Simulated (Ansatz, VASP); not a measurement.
**BP: VASP beside Ansatz**

The input POSCAR:

```
BP
1.0
    0.0000000000      2.2988586873      2.2988586873
    2.2988586873      0.0000000000      2.2988586873
    2.2988586873      2.2988586873      0.0000000000
P B
1 1
Direct
    0.7500000000      0.7500000000      0.7500000000
    0.0000000000      0.0000000000      0.0000000000
```

INCAR.step1

```
SYSTEM = BP
ALGO = Normal
EDIFF = 1E-5
ENCUT = 520
GGA = PE
ISIF = 2
ISMEAR = -1
LASPH = .True.
LREAL = .False.
LWAVE = .True.
NBANDS = 11
NELM = 80
PREC = Accurate
SIGMA = 0.05
```

Contents of INCAR.step2:

```
SYSTEM = BP
AEXX = 0.25
ALGO = Normal
EDIFF = 1E-7
ENCUT = 520
ISIF = 2
ISMEAR = -1
ISTART = 1
LASPH = .True.
LCHARG = .True.
LELF = .True.
LHFCALC = .True.
LMIXTAU = .True.
LREAL = .False.
LVHAR = .True.
LWAVE = .False.
METAGGA = R2SCAN
NBANDS = 11
NELM = 80
PREC = Accurate
PRECFOCK = Normal
SIGMA = 0.05
```

KPOINTS

```
k-points
0
Gamma
  5 5 5
  0 0 0
```

File input.yaml:

```yaml
crystal:
  lattice:
    - [0.0, 2.2988586873, 2.2988586873]
    - [2.2988586873, 0.0, 2.2988586873]
    - [2.2988586873, 2.2988586873, 0.0]
  atoms:
    - { symbol: P, position: [0.75, 0.75, 0.75] }
    - { symbol: B, position: [0.0, 0.0, 0.0] }
hamiltonian:
  xc: r2scan0
  pseudopotentials: { kind: paw }
kpoints:
  mp_grid: { grid: [5, 5, 5] }
scf:
  occupations: { method: fermi_dirac, width: 0.05 }
output:
  forces: true
  stress: true
  eigenvalues: true
```

Alike in both runs: task single point; functional r2SCAN0; k mesh 5 × 5 × 5; occupations fermi-dirac, width 0.05 eV; no spin polarisation.

|  | VASP | Ansatz |
| --- | --- | --- |
| version | VASP 6.6.1 | Ansatz 0.2.0 |
| potentials or method | VASP PAW PBE potentials, release 64 (P, B) | Ansatz PAW |
| plane-wave cutoff (eV) | 520 | 500 |
| valence electrons in the cell | 8 | 8 |

|  | VASP | Ansatz | Ansatz less VASP |
| --- | --- | --- | --- |
| gap on the k mesh at the Fermi level (eV) | 2.87 | 2.81 | -0.058 |
| least direct gap on the mesh (eV) | 5.13 | 5.06 | -0.067 |
| pressure (GPa) | -8.8 | -8.1 | +0.69 |

VASP's potentials were made for PBE, not for r2SCAN0.

The k mesh is coarse, so the values compare programs but aren't converged. Noted on Ansatz's run: odd divisions of the mesh miss points on the zone boundary, where band edges often lie, so the gap on the mesh can be too wide.
